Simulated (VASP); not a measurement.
# Bi (C2/m) in VASP: notebook, part 2 of 2

VASP 6.6.1. Earlier steps stand in the parts before.

### Step 3. Single point, revPBE

File INCAR:

```
  PREC = Accurate
  ENCUT = 500
  EDIFF = 1E-6
  ISMEAR = -4
  SIGMA = 0.1
  LREAL = False
  LASPH = True
  NELM = 120
  ALGO = Normal
  ISIF = 2
  LWAVE = False
  LCHARG = True
  GGA = RE
  LELF = True
  LVHAR = True
  NBANDS = 22
  GGA_COMPAT = False
```

File KPOINTS:

```
regular mesh
0
Gamma
  2 2 3
```

File POSCAR:

```
Bi
1.0
    3.4885980000     -3.1325780000      0.0000000000
    3.4885980000      3.1325780000      0.0000000000
   -1.2602350000      0.0000000000      3.1135500000
Bi
2
Direct
    0.2469390000      0.2469390000      0.1426180000
    0.7530610000      0.7530610000      0.8573820000
```

Potentials or basis: VASP PAW PBE potentials, release 64 (Bi_d).

Launch:

```console
cat potpaw_PBE.64/Bi_d/POTCAR > POTCAR
mpirun -np 1 vasp_std > vasp.out
```

It took 6.9 s on 1 thread of Intel Xeon Platinum 8488C (Sapphire Rapids), shared host; peak memory 0.16 GiB.

The run converged. Its results:

| Quantity | Value |
| --- | --- |
| Free energy | -6.2760 eV |
| Pressure | 3.0 GPa |
| Largest force | 0.645 eV/Å |
| Band gap on the k mesh | zero (band 15 reaches 10.01 eV, above the bottom of band 16 at 5.92 eV) |

Forces in eV/Å, atoms in the order of the input:
```
Bi  -0.641  0.000  0.065
Bi   0.641  0.000 -0.065
```

Stress tensor (GPa, compression positive):
```
 6.27  0.00 -1.35
 0.00  0.47  0.00
-1.35  0.00  2.35
```

Levels at points of the mesh, in eV from the Fermi level:
```csv
k point,band 11,band 12,band 13,band 14,band 15,band 16,band 17,band 18,band 19,band 20
"(0.00, 0.00, 0.00)",-13.00,-9.08,-3.01,-2.69,2.84,3.15,3.80,4.20,4.39,6.80
"(0.50, 0.00, 0.00)",-11.55,-11.37,-1.05,-0.87,-0.67,-0.62,3.52,4.65,7.75,8.41
"(0.50, 0.50, 0.00)",-11.16,-10.90,-4.86,-4.83,3.25,3.98,5.27,5.61,8.97,9.80
```

Caveat: the k points lie up to 0.70 Å⁻¹ apart; the PAW data sets were made with another functional, which shifts forces and pressure a little; spin-orbit coupling is left out, which moves the levels of the heavy elements.

### Step 4. Single point, PBE

File INCAR:

```
SYSTEM = Bi
  PREC = Accurate
  ENCUT = 500
  EDIFF = 1E-6
  ISMEAR = 0
  SIGMA = 0.11
  LREAL = .FALSE.
  LASPH = .TRUE.
  NELM = 120
  ALGO = Normal
  ISIF = 2
  LWAVE = .FALSE.
  LCHARG = .FALSE.
  GGA = PE
  NBANDS = 22
  GGA_COMPAT = .FALSE.
```

File KPOINTS:

```
regular mesh
0
G
  2 2 3
  0 0 0
```

POSCAR is that of step 3.

Launch:

```console
cat potpaw_PBE.64/Bi_d/POTCAR > POTCAR
mpirun -np 1 vasp_std > vasp.out
```

It took 6.1 s on 1 thread of Intel Xeon Platinum 8488C (Sapphire Rapids), shared host; peak memory 0.16 GiB.

It converged, with:

| Item | Value |
| --- | --- |
| Free energy | -7.6132 eV |
| Pressure | 1.2 GPa |
| Largest force | 0.601 eV/Å |
| Band gap on the k mesh | zero (band 15 reaches 9.95 eV, above the bottom of band 16 at 5.87 eV) |

Forces on the atoms (eV/Å):
```
Bi  -0.601  0.000 -0.030
Bi   0.601  0.000  0.030
```

Stress tensor (GPa, compression positive):
```
 5.01  0.00 -0.42
 0.00 -2.67  0.00
-0.42  0.00  1.36
```

Levels at points of the mesh, in eV from the Fermi level:
```csv
k point,band 11,band 12,band 13,band 14,band 15,band 16,band 17,band 18,band 19,band 20
"(0.00, 0.00, 0.00)",-12.35,-8.42,-2.37,-2.04,3.48,3.79,4.43,4.87,5.06,7.45
"(0.50, 0.00, 0.00)",-10.89,-10.72,-0.40,-0.22,-0.03,0.02,4.18,5.31,8.42,9.06
"(0.50, 0.50, 0.00)",-10.51,-10.24,-4.23,-4.18,3.92,4.65,5.92,6.24,9.65,10.48
```

Caveat: the k points lie up to 0.70 Å⁻¹ apart; spin-orbit coupling is left out, which moves the levels of the heavy elements.

### Step 5. Single point, LDA

File INCAR:

```
PREC     = Accurate       # precision mode
ENCUT    = 500            # plane-wave cutoff, eV
EDIFF    = 1E-6           # SCF threshold, eV
ISMEAR   = 0              # smearing method
SIGMA    = 0.1            # smearing width, eV
LREAL    = False          # projectors in reciprocal space
LASPH    = True           # aspherical terms in the spheres
NELM     = 120            # most SCF steps
ALGO     = Normal         # electronic algorithm
ISIF     = 2              # what is computed and relaxed
LWAVE    = False          # write WAVECAR
LCHARG   = False          # write CHGCAR
GGA      = CA             # functional
NBANDS   = 22             # bands
GGA_COMPAT= False
```

File KPOINTS:

```
regular mesh
0
Gamma
  2 2 2
```

POSCAR is that of step 4.

Potentials or basis: VASP PAW LDA potentials, release 64 (Bi_d).

Launch:

```console
cat potpaw_LDA.64/Bi_d/POTCAR > POTCAR
mpirun -np 1 vasp_std > vasp.out
```

It took 4.3 s on 1 thread of Intel Xeon Platinum 8488C (Sapphire Rapids), shared host; peak memory 0.14 GiB.

Results (log left out):

| Quantity | Value |
| --- | --- |
| Free energy | -9.8193 eV |
| Pressure | -5.2 GPa |
| Largest force | 0.339 eV/Å |
| Band gap on the k mesh | zero (band 15 reaches 9.63 eV, above the bottom of band 16 at 5.85 eV) |

Forces in eV/Å, atoms in the order of the input:
```
Bi   0.337  0.000 -0.036
Bi  -0.337  0.000  0.036
```

Stress tensor (GPa, compression positive):
```
  2.28   0.00   7.67
  0.00   5.70   0.00
  7.67   0.00 -23.50
```

Levels at points of the mesh, in eV from the Fermi level:
```
           k point  band 13  band 14  band 15  band 16  band 17  band 18
(0.00, 0.00, 0.00)    -2.48    -2.26     3.36     3.57     4.25     4.62
(0.50, 0.00, 0.00)    -0.60    -0.41    -0.16    -0.12     3.92     5.05
(0.50, 0.50, 0.00)    -4.36    -4.34     3.66     4.41     5.66     6.05
(0.00, 0.00, 0.50)    -3.37    -1.92    -1.04     1.69     2.00     2.11
(0.50, 0.00, 0.50)    -3.70    -2.52    -1.27     1.44     2.58     2.70
(0.50, 0.50, 0.50)    -3.21    -2.28    -1.66     0.08     1.71     2.19
```

Caveat: the k points lie up to 1.01 Å⁻¹ apart; spin-orbit coupling is left out, which moves the levels of the heavy elements.

### Step 6. Single point, PBE

File INCAR:

```
  PREC = Accurate
  ENCUT = 500
  EDIFF = 1E-6
  ISMEAR = 0
  SIGMA = 0.1
  LREAL = F
  LASPH = T
  NELM = 120
  ALGO = Normal
  ISIF = 2
  LWAVE = F
  LCHARG = F
  GGA = PE
  NBANDS = 22
  GGA_COMPAT = F
```

File KPOINTS:

```
regular mesh
0
Gamma
  2 2 3
```

File POSCAR:

```
Bi
1.0
    3.4885980000     -3.1325780000      0.0000000000
    3.4885980000      3.1325780000      0.0000000000
   -1.2602350000      0.0000000000      3.1135500000
Bi
2
Direct
    0.5569390000      0.3319390000      0.9596180000
    1.0630610000      0.8380610000      1.6743820000
```

Potentials or basis: VASP PAW PBE potentials, release 64 (Bi_d).

Launch:

```console
cat potpaw_PBE.64/Bi_d/POTCAR > POTCAR
mpirun -np 1 vasp_std > vasp.out
```

Wall time 5.6 s (1 thread of Intel Xeon Platinum 8488C (Sapphire Rapids), shared host); peak memory 0.16 GiB.

The run converged. Its results:

```yaml
Free_energy: -7.6114 eV
Pressure: 1.2 GPa
Largest_force: 0.613 eV/Å
Band_gap_on_the_k_mesh: zero (band 15 reaches 9.95 eV, above the bottom of band 16 at 5.88 eV)
```

Forces in eV/Å, atoms in the order of the input:
```
Bi  -0.612  0.000 -0.034
Bi   0.612  0.000  0.034
```

Stress tensor (GPa, compression positive):
```
 4.95  0.00 -0.42
 0.00 -2.63  0.00
-0.42  0.00  1.39
```

Levels at points of the mesh, in eV from the Fermi level:
```csv
k point,band 12,band 13,band 14,band 15,band 16,band 17,band 18,band 19
"(0.00, 0.00, 0.00)",-8.42,-2.37,-2.04,3.49,3.79,4.43,4.87,5.06
"(0.50, 0.00, 0.00)",-10.72,-0.40,-0.22,-0.03,0.03,4.19,5.31,8.43
"(0.50, 0.50, 0.00)",-10.24,-4.23,-4.18,3.92,4.65,5.92,6.24,9.65
```

Caveat: the k points lie up to 0.70 Å⁻¹ apart; spin-orbit coupling is left out, which moves the levels of the heavy elements.

### Step 7. The runs side by side

```tsv
level	potentials or basis	k mesh	smearing	gap on the mesh (eV)	pressure (GPa)	largest force (eV/Å)
revPBE	VASP PAW PBE potentials, release 64 (Bi_d)	2 × 2 × 3	tetrahedron	none	3.0	0.64
PBE	VASP PAW PBE potentials, release 64 (Bi_d)	2 × 2 × 3	gaussian 0.11 eV	none	1.2	0.60
LDA	VASP PAW LDA potentials, release 64 (Bi_d)	2 × 2 × 2	gaussian 0.1 eV	none	-5.2	0.34
PBE	VASP PAW PBE potentials, release 64 (Bi_d)	2 × 2 × 3	gaussian 0.1 eV	none	1.2	0.61
```

Alike in all rows: task single point; no spin polarisation; cell as given; cutoff (eV) 500.

Caveats: all runs use coarse meshes; spin-orbit coupling is left out, which moves the levels of the heavy elements; the PAW data sets were made with another functional, which shifts forces and pressure a little (some runs).

Absolute energies hang on the potentials; compare differences alone.
